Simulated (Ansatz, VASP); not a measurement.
**Be: VASP beside Ansatz**

File INCAR:

```
SYSTEM = Be
PREC = Accurate
ENCUT = 520
EDIFF = 1E-8
ISMEAR = -1
SIGMA = 0.08
LREAL = .FALSE.
LASPH = .TRUE.
NELM = 80
ALGO = Normal
ISIF = 2
LWAVE = .FALSE.
LCHARG = .FALSE.
GGA = PE
LEFG = .TRUE.
NBANDS = 9
```

Contents of KPOINTS:

```
Automatic mesh
0
G
  20 20 20
  0 0 0
```

POSCAR

```
Be
1.0
    0.0000000000      2.4806809303      2.4806809303
    2.4806809303      0.0000000000      2.4806809303
    2.4806809303      2.4806809303      0.0000000000
Be
2
Direct
    0.0000000000      0.0000000000      0.0000000000
    0.2500000000      0.2500000000      0.2500000000
```

Input for Ansatz:

```yaml
crystal:
  lattice:
    - [0.0, 2.4806809303, 2.4806809303]
    - [2.4806809303, 0.0, 2.4806809303]
    - [2.4806809303, 2.4806809303, 0.0]
  atoms:
    - { symbol: Be, position: [0.0, 0.0, 0.0] }
    - { symbol: Be, position: [0.25, 0.25, 0.25] }
kpoints:
  mp_grid: { grid: [20, 20, 20] }
scf:
  occupations: { method: fermi_dirac, width: 0.08 }
hamiltonian:
  xc: pbe
  pseudopotentials: { kind: all_electron, datasets: crystal }
output:
  forces: true
  stress: true
  eigenvalues: true
  efg: { contact_densities: true }
```

Alike in both runs: task electric field gradients; functional PBE; k mesh 20 × 20 × 20; occupations fermi-dirac, width 0.08 eV; no spin polarisation.

```csv
,VASP,Ansatz
version,VASP 6.6.1,Ansatz 0.2.0
potentials or method,"VASP PAW PBE potentials, release 64 (Be), cutoff 520 eV","all-electron PAW with datasets made for the crystal, scalar-relativistic"
```

|  | VASP | Ansatz | Ansatz less VASP |
| --- | --- | --- | --- |
| gap on the k mesh at the Fermi level (eV) | none | none | - |
| pressure (GPa) | -1.5 | -1.6 | -0.03 |

A gap of «none» marks a metal or a gap that the smearing closes. Ansatz ran all-electron here, and VASP with PAW potentials.
